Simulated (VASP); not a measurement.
A run of VASP 6.6.1 is set up as follows.

INCAR

```
SYSTEM = Al
ALGO     = Normal         ! electronic algorithm
EDIFF    = 1E-6           ! SCF threshold, eV
ENCUT    = 520            ! plane-wave cutoff, eV
GGA      = PE             ! functional
ISIF     = 2              ! what is computed and relaxed
ISMEAR   = 0              ! smearing method
LASPH    = .True.         ! aspherical terms in the spheres
LCHARG   = .True.         ! write CHGCAR
LELF     = .True.         ! ELF
LREAL    = .False.        ! projectors in reciprocal space
LVHAR    = .True.       
LWAVE    = .False.        ! write WAVECAR
NBANDS   = 8              ! bands
NELM     = 100            ! most SCF steps
PREC     = Accurate       ! precision mode
SIGMA    = 0.1            ! smearing width, eV
```

The input KPOINTS:

```
k-points
0
Gamma
  18 18 18
  0 0 0
```

POSCAR

```
Al
1.0
    0.0000000000      1.9581911342      1.9581911342
    1.9581911342      0.0000000000      1.9581911342
    1.9581911342      1.9581911342      0.0000000000
Al
1
Direct
    0.0000000000      0.0000000000      0.0000000000
```

Potentials or basis: VASP PAW PBE potentials, release 64 (Al).

Launch:

```bash
$ cat potpaw_PBE.64/Al/POTCAR > POTCAR
$ mpirun -np 1 vasp_std > vasp.out
```

Task: Predict the pressure.

Result: 8.9 GPa.
